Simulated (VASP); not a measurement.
# In5AgSe8 (P-42m) in VASP: single point with PBEsol

Aim: the single point of In5AgSe8 with PBEsol.

All numbers are computed with VASP 6.6.1; they aren't measurements. Logs are shortened: lines on timing, memory, paths and dates and some standing lists are left out, and cuts for length are marked.

**1. The cell of the first run**

The structure is tetragonal, space group P-42m (No. 111). Conventional cell: a = 5.775 Å, b = 5.775 Å, c = 11.677 Å, α = 90.00°, β = 90.00°, γ = 90.00°. In (site symmetry 2) has 4 Se at 2.56 to 2.66 Å within 3.4 Å. In (site symmetry -42m) has 4 Se at 2.61 Å within 3.4 Å. Ag (site symmetry -42m) has 4 Se at 2.62 Å within 3.5 Å. Within 3.4 Å of Se (site symmetry m) lie 3 In at 2.61 to 2.66 Å. Se (site symmetry m) has 2 In at 2.56 Å and 1 Ag at 2.62 Å within 3.4 Å.

**2. Single point, PBEsol**

Input file INCAR:

```
  PREC = Accurate
  ENCUT = 520
  EDIFF = 1E-7
  ISMEAR = 0
  SIGMA = 0.01
  LREAL = F
  LASPH = T
  NELM = 100
  ALGO = Normal
  ISIF = 2
  LWAVE = F
  LCHARG = F
  GGA = PS
  NBANDS = 75
```

Input file KPOINTS:

```
regular mesh
0
Gamma
  6 6 4
```

Input file POSCAR:

```
In5AgSe8
1.0
    5.7749775618      0.0000000000      0.0000000000
    0.0000000000      5.7749775618      0.0000000000
    0.0000000000      0.0000000000     11.6768963994
In Ag Se
5 1 8
Direct
    0.0000000000      0.5000000000      0.2556582011
    0.5000000000      0.0000000000      0.7443417989
    0.0000000000      0.5000000000      0.7443417989
    0.5000000000      0.0000000000      0.2556582011
    0.5000000000      0.5000000000      0.0000000000
    0.0000000000      0.0000000000      0.5000000000
    0.2218322911      0.2218322911      0.1108976881
    0.2218322911      0.7781677089      0.8891023119
    0.7781677089      0.7781677089      0.1108976881
    0.7781677089      0.2218322911      0.8891023119
    0.7233757133      0.7233757133      0.6128480614
    0.7233757133      0.2766242867      0.3871519386
    0.2766242867      0.2766242867      0.6128480614
    0.2766242867      0.7233757133      0.3871519386
```

Potentials or basis: VASP PAW PBE potentials, release 64 (In_d, Ag, Se).

Run with:

```
$ cat potpaw_PBE.64/In_d/POTCAR potpaw_PBE.64/Ag/POTCAR potpaw_PBE.64/Se/POTCAR > POTCAR
$ mpirun -np 1 vasp_std > vasp.out
```

OUTCAR:

```text
PREC = Accurate
   ENCUT = 520
   EDIFF = 1E-7
   ISMEAR = 0
   LREAL = F
   LASPH = T
   NELM = 100
   ISIF = 2
   GGA = PS

 ion  position               nearest neighbor table
   1  0.000  0.500  0.256-  12 2.56  14 2.56   7 2.66   9 2.66
   2  0.500  0.000  0.744-  11 2.56  13 2.56   8 2.66  10 2.66
   3  0.000  0.500  0.744-  11 2.56  13 2.56   8 2.66  10 2.66
   4  0.500  0.000  0.256-  12 2.56  14 2.56   7 2.66   9 2.66
   5  0.500  0.500  0.000-   7 2.61   8 2.61   9 2.61  10 2.61
   6  0.000  0.000  0.500-  11 2.62  12 2.62  13 2.62  14 2.62
   7  0.222  0.222  0.111-   5 2.61   4 2.66   1 2.66
   8  0.222  0.778  0.889-   5 2.61   3 2.66   2 2.66
   9  0.778  0.778  0.111-   5 2.61   4 2.66   1 2.66
  10  0.778  0.222  0.889-   5 2.61   3 2.66   2 2.66
  11  0.723  0.723  0.613-   2 2.56   3 2.56   6 2.62
  12  0.723  0.277  0.387-   1 2.56   4 2.56   6 2.62
  13  0.277  0.277  0.613-   2 2.56   3 2.56   6 2.62
  14  0.277  0.723  0.387-   1 2.56   4 2.56   6 2.62

  LATTYP: Found a simple tetragonal cell.
 ALAT       =     5.7749775618
 C/A-ratio  =     2.0219812587

  Lattice vectors:

 A1 = (   5.7749775618,   0.0000000000,   0.0000000000)
 A2 = (   0.0000000000,   5.7749775618,   0.0000000000)
 A3 = (   0.0000000000,   0.0000000000,  11.6768963994)

Analysis of symmetry for initial positions (statically):
=====================================================================
 Subroutine PRICEL returns:
 Original cell was already a primitive cell.

 Routine SETGRP: Setting up the symmetry group for a
 simple tetragonal supercell.

 Subroutine GETGRP returns: Found  8 space group operations
 (whereof  8 operations were pure point group operations)
 out of a pool of 16 trial point group operations.

The static configuration has the point symmetry D_2d.

Analysis of symmetry for dynamics (positions and initial velocities):
=====================================================================
 Subroutine PRICEL returns:
 Original cell was already a primitive cell.

 Routine SETGRP: Setting up the symmetry group for a
 simple tetragonal supercell.

 Subroutine GETGRP returns: Found  8 space group operations
 (whereof  8 operations were pure point group operations)
 out of a pool of 16 trial point group operations.

The dynamic configuration has the point symmetry D_2d.

 Subroutine INISYM returns: Found  8 space group operations
 (whereof  8 operations are pure point group operations),
 and found     1 'primitive' translations

----------------------------------------------------------------------------------------

                                     Primitive cell

  volume of cell :     389.4288

  direct lattice vectors                    reciprocal lattice vectors
     5.774977562  0.000000000  0.000000000     0.173160846  0.000000000  0.000000000
     0.000000000  5.774977562  0.000000000     0.000000000  0.173160846  0.000000000
     0.000000000  0.000000000 11.676896399     0.000000000  0.000000000  0.085639194

  length of vectors
     5.774977562  5.774977562 11.676896399     0.173160846  0.173160846  0.085639194

  position of ions in fractional coordinates (direct lattice)
     0.000000000  0.500000000  0.255658201
     0.500000000  0.000000000  0.744341799
     0.000000000  0.500000000  0.744341799
     0.500000000  0.000000000  0.255658201
     0.500000000  0.500000000  0.000000000
     0.000000000  0.000000000  0.500000000
     0.221832291  0.221832291  0.110897688
     0.221832291  0.778167709  0.889102312
     0.778167709  0.778167709  0.110897688
     0.778167709  0.221832291  0.889102312
     0.723375713  0.723375713  0.612848061
     0.723375713  0.276624287  0.387151939
     0.276624287  0.276624287  0.612848061
     0.276624287  0.723375713  0.387151939

  ion indices of the primitive-cell ions
   primitive index   ion index
                 1           1
                 2           2
                 3           3
                 4           4
                 5           5
                 6           6
                 7           7
                 8           8
                 9           9
                10          10
                11          11
                12          12
                13          13
                14          14

----------------------------------------------------------------------------------------

 KPOINTS: regular mesh

Automatic generation of k-mesh.
 Grid dimensions read from file:
 generate k-points for:    6    6    4

 Generating k-lattice:

  Cartesian coordinates                     Fractional coordinates (reciprocal lattice)
     0.028860141  0.000000000  0.000000000     0.166666667  0.000000000  0.000000000
     0.000000000  0.028860141  0.000000000     0.000000000  0.166666667  0.000000000
     0.000000000  0.000000000  0.021409799     0.000000000  0.000000000  0.250000000

  Length of vectors
     0.028860141  0.028860141  0.021409799

  Shift w.r.t. Gamma in fractional coordinates (k-lattice)
     0.000000000  0.000000000  0.000000000

 Subroutine IBZKPT returns following result:
 ===========================================

 Found     30 irreducible k-points:

 Following reciprocal coordinates:
            Coordinates               Weight
  0.000000  0.000000  0.000000      1.000000
  0.166667  0.000000  0.000000      4.000000
  0.333333  0.000000  0.000000      4.000000
  0.500000  0.000000  0.000000      2.000000
  0.166667  0.166667  0.000000      4.000000
  0.333333  0.166667  0.000000      8.000000
[... 16 lines left out ...]
  0.333333  0.000000  0.500000      4.000000
  0.500000  0.000000  0.500000      2.000000
 [... further k-points ...]
   k-points           NKPTS =     30   k-points in BZ     NKDIM =     30   number of bands    NBANDS=     75
   number of dos      NEDOS =    301   number of ions     NIONS =     14
   total plane-waves  NPLWV = 207360
   dimension x,y,z NGX =    48 NGY =   48 NGZ =   90
   dimension x,y,z NGXF=    96 NGYF=   96 NGZF=  180
   ions per type =               5   1   8
   NGX,Y,Z   is equivalent  to a cutoff of  13.82, 13.82, 12.81 a.u.
   NGXF,Y,Z  is equivalent  to a cutoff of  27.64, 27.64, 25.63 a.u.
 SYSTEM =  unknown system
   PREC   = accura    normal or accurate (medium, high low for compatibility)
   ISTART =      0    job   : 0-new  1-cont  2-samecut
   ICHARG =      2    charge: 1-file 2-atom 10-const
   ISPIN  =      1    spin polarized calculation?
   LNONCOLLINEAR =      F non collinear calculations
   LSORBIT =      F    spin-orbit coupling
   LASPH  =      T    aspherical Exc in radial PAW
   ENCUT  =  520.0 eV  38.22 Ry    6.18 a.u.  10.74 10.74 21.71*2*pi/ulx,y,z
   NELM   =    100;   NELMIN=  2; NELMDL= -5     # of ELM steps
   EDIFF  = 0.1E-06   stopping-criterion for ELM
   LREAL  =      F    real-space projection
   EDIFFG = 0.1E-05   stopping-criterion for IOM
   NSW    =      0    number of steps for IOM
   IBRION =     -1    ionic relax: 0-MD 1-quasi-New 2-CG
   NFREE  =      0    steps in history (QN), initial steepest desc. (CG)
   ISIF   =      2    stress and relaxation
   ISYM   =      2    0-nonsym 1-usesym 2-fastsym
   POTIM  = 0.5000    time-step for ionic-motion
   TEBEG  =    0.0;   TEEND  =   0.0 temperature during run
   PSTRESS=    0.0 pullay stress
   NELECT =     124.0000    total number of electrons
   NUPDOWN=      -1.0000    fix difference up-down
   EMIN   =  10.00;   EMAX   =-10.00  energy-range for DOS
   EFERMI =   0.00;   METHOD = LEGACY
   ISMEAR =     0;   SIGMA  =   0.01  broadening in eV -4-tet -1-fermi 0-gaus
   EFERMI_NEDOS =   21; number of points for ismear=-14 and -15
   IALGO  =     38    algorithm
   IMIX   =      4    mixing-type and parameters
     AMIX     =   0.40;   BMIX     =  1.00
     AMIX_MAG =   1.60;   BMIX_MAG =  1.00
  volume/ion in A,a.u.               =      27.82       187.71
  Fermi-wavevector in a.u.,A,eV,Ry     =   1.117908  2.112540 17.003449  1.249718
  Thomas-Fermi vector in A             =   2.254535
   LORBIT       =      0    0 simple, 1 ext, 2 COOP (PROOUT), +10 PAW based schemes
   GGA     = PS    functional components
   LHFCALC =     F    Hartree Fock is set to
   AEXX    =    0.0000 exact exchange contribution
   IVDW    =     0    specifies the selected vdW correction
   LEPSILON=     F    determine dielectric tensor
   LRPA    =     F    only Hartree local field effects (RPA)
 non-spin polarized calculation
 Gauss-broadening in eV      SIGMA  =   0.01
  energy-cutoff  :      520.00
  volume of cell :      389.43
 maximum number of plane-waves:     10522
 NGX is ok and might be reduce to    48
   NGX = 21   NGY = 21   NGZ = 43

 number of electron     123.9999983 magnetization

 Free energy of the ion-electron system (eV)
  ---------------------------------------------------
  ext. energy  EPLUGINS =         0.00000000
  ---------------------------------------------------
  free energy    TOTEN  =       -55.47473676 eV

  energy without entropy =      -55.47473676  energy(sigma->0) =      -55.47473676

 E-fermi :   3.7680     XC(G=0):  -9.2504

 val. band max:        3.6713040830   @ k =   0.5000   0.5000   0.5000
 cond. band min:       3.8885424060   @ k =   0.0000   0.0000   0.0000
 fundamental gap:      0.2172383229
 Fermi energy:         3.7679685625

 k-point     1 :       0.0000    0.0000    0.0000
  band No.  band energies     occupation
      1     -11.3147      2.00000
      2     -11.2838      2.00000
      3     -11.2838      2.00000
      4     -11.0761      2.00000
      5     -11.0396      2.00000
      6     -11.0396      2.00000
[... 66 lines left out ...]
     73       7.5938      0.00000
     74       7.7716      0.00000

 k-point     2 :       0.1667    0.0000    0.0000
  band No.  band energies     occupation
      1     -11.3210      2.00000
      2     -11.2845      2.00000
      3     -11.2767      2.00000
      4     -11.0702      2.00000
      5     -11.0359      2.00000
      6     -11.0317      2.00000
[... 66 lines left out ...]
     73       7.6703      0.00000
     74       7.8740      0.00000

 k-point     3 :       0.3333    0.0000    0.0000
  band No.  band energies     occupation
      1     -11.3298      2.00000
      2     -11.2857      2.00000
      3     -11.2664      2.00000
      4     -11.0581      2.00000
      5     -11.0304      2.00000
      6     -11.0193      2.00000
[... 1606 lines left out ...]
     73       7.7158      0.00000
     74       7.9187      0.00000

 k-point    24 :       0.5000    0.0000    0.5000
  band No.  band energies     occupation
      1     -11.3334      2.00000
      2     -11.2862      2.00000
      3     -11.2622      2.00000
      4     -11.0470      2.00000
      5     -11.0285      2.00000
      6     -11.0082      2.00000
[... 66 lines left out ...]
     73       7.9665      0.00000
     74       8.0068      0.00000

 [... further k-points ...]

 [bands above 74 left out]

------------------------ aborting loop because EDIFF is reached ----------------------------------------

  FORCE on cell =-STRESS in cart. coord.  units (eV):
  Direction    XX          YY          ZZ          XY          YZ          ZX
  --------------------------------------------------------------------------------------
  -------------------------------------------------------------------------------------
  Total        0.1921582      0.1921582      0.1653894      0.0000000      0.0000000      0.0000000
  in kB        0.7905722      0.7905722      0.6804408      0.0000000      0.0000000      0.0000000
  external PRESSURE =       0.7538617 kB  Pullay stress =       0.0000000 kB

 VOLUME and BASIS-vectors are now :
 -----------------------------------------------------------------------------
  energy-cutoff  :      520.00
  volume of cell :      389.43
      direct lattice vectors                 reciprocal lattice vectors
     5.774977562  0.000000000  0.000000000     0.173160846  0.000000000  0.000000000
     0.000000000  5.774977562  0.000000000     0.000000000  0.173160846  0.000000000
     0.000000000  0.000000000 11.676896399     0.000000000  0.000000000  0.085639194

 POSITION                                       TOTAL-FORCE (eV/Angst)
 -----------------------------------------------------------------------------------
      0.00000      2.88749      2.98529         0.000000      0.000000     -0.002284
      2.88749      0.00000      8.69160         0.000000      0.000000      0.002284
      0.00000      2.88749      8.69160         0.000000      0.000000      0.002284
      2.88749      0.00000      2.98529        -0.000000      0.000000     -0.002284
      2.88749      2.88749      0.00000         0.000000      0.000000      0.000000
      0.00000      0.00000      5.83845         0.000000      0.000000      0.000000
      1.28108      1.28108      1.29494        -0.006749     -0.006749     -0.007344
      1.28108      4.49390     10.38196        -0.006749      0.006749      0.007344
      4.49390      4.49390      1.29494         0.006749      0.006749     -0.007344
      4.49390      1.28108     10.38196         0.006749     -0.006749      0.007344
      4.17748      4.17748      7.15616        -0.002359     -0.002359     -0.013667
      4.17748      1.59750      4.52073        -0.002359      0.002359      0.013667
      1.59750      1.59750      7.15616         0.002359      0.002359     -0.013667
      1.59750      4.17748      4.52073         0.002359     -0.002359      0.013667
 -----------------------------------------------------------------------------------
    total drift:                               -0.000000     -0.000000      0.000000

  FREE ENERGIE OF THE ION-ELECTRON SYSTEM (eV)
  ---------------------------------------------------
  free  energy   TOTEN  =       -55.4747367649 eV

  energy  without entropy=      -55.4747367649  energy(sigma->0) =      -55.47473676
```

It took 18 min on 1 thread of AMD EPYC 9R45 (Zen 5), shared host; peak memory 0.9 GiB.

What came out:

* Free energy: -55.4747 eV
* Pressure: 0.1 GPa
* Largest force: 0.014 eV/Å
* Band gap on the k mesh: 0.22 eV (least direct gap 0.27 eV)

Forces on the atoms (eV/Å):
```
In   0.000  0.000 -0.002
In   0.000  0.000  0.002
In   0.000  0.000  0.002
In   0.000  0.000 -0.002
In   0.000  0.000  0.000
Ag   0.000  0.000  0.000
Se  -0.007 -0.007 -0.007
Se  -0.007  0.007  0.007
Se   0.007  0.007 -0.007
Se   0.007 -0.007  0.007
Se  -0.002 -0.002 -0.014
Se  -0.002  0.002  0.014
Se   0.002  0.002 -0.014
Se   0.002 -0.002  0.014
```

Levels at points of the mesh, in eV from the valence-band top:
```
           k point  band 58  band 59  band 60  band 61  band 62  band 63  band 64  band 65  band 66  band 67
(0.00, 0.00, 0.00)    -1.32    -1.32    -0.37    -0.05    -0.05     0.22     1.53     1.62     2.05     2.13
(0.50, 0.00, 0.00)    -1.36    -1.25    -0.91    -0.87    -0.37     2.16     2.40     2.54     2.55     2.82
(0.50, 0.50, 0.00)    -1.23    -1.01    -0.58    -0.04    -0.04     1.03     1.03     1.14     2.50     2.50
(0.00, 0.00, 0.50)    -1.11    -1.11    -1.01    -0.17    -0.17     1.17     1.31     1.84     2.20     2.28
(0.50, 0.00, 0.50)    -1.35    -1.12    -1.06    -0.91    -0.49     2.29     2.30     2.31     2.76     3.07
(0.50, 0.50, 0.50)    -1.45    -1.22    -1.00     0.00     0.00     1.37     1.69     1.69     1.85     1.85
```

Caveat: the PAW data sets were made with another functional, which shifts forces and pressure a little; spin-orbit coupling is left out, which moves the levels of the heavy elements. A k mesh can miss the band edges.
